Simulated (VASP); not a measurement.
BN:

```
B N
1.0
     0.00000    1.80482    1.80482
     1.80482    0.00000    1.80482
     1.80482    1.80482    0.00000
B N
1 1
Direct
  0.00000 0.00000 0.00000
  0.25000 0.25000 0.25000
```

Base run:

| Item | Value |
| --- | --- |
| Program | VASP 6.6.1 |
| Functional | PBE0 |
| Potentials or basis | VASP PAW PBE potentials, release 64 (B, N) |
| Cutoff | 520 eV |
| k mesh | 8 × 8 × 8 |
| Occupations | gaussian, width 0.01 eV |
| Spin | no spin polarisation |

Its results: band gap on the k mesh 6.55 eV (least direct gap 11.35 eV); pressure -3.9 GPa.

Q: The run is repeated on the same cell with these changes: functional from PBE0 to r2SCAN; k mesh from 8 × 8 × 8 to 12 × 12 × 12. What comes out?

A: Band gap on the k mesh 4.98 eV (least direct gap 9.55 eV); pressure 1.1 GPa.

Several settings changed at once.

Caveats: the PAW data sets were made with another functional, which shifts forces and pressure a little; the cell stands under tension (at least some runs).

A k mesh can miss the band edges.
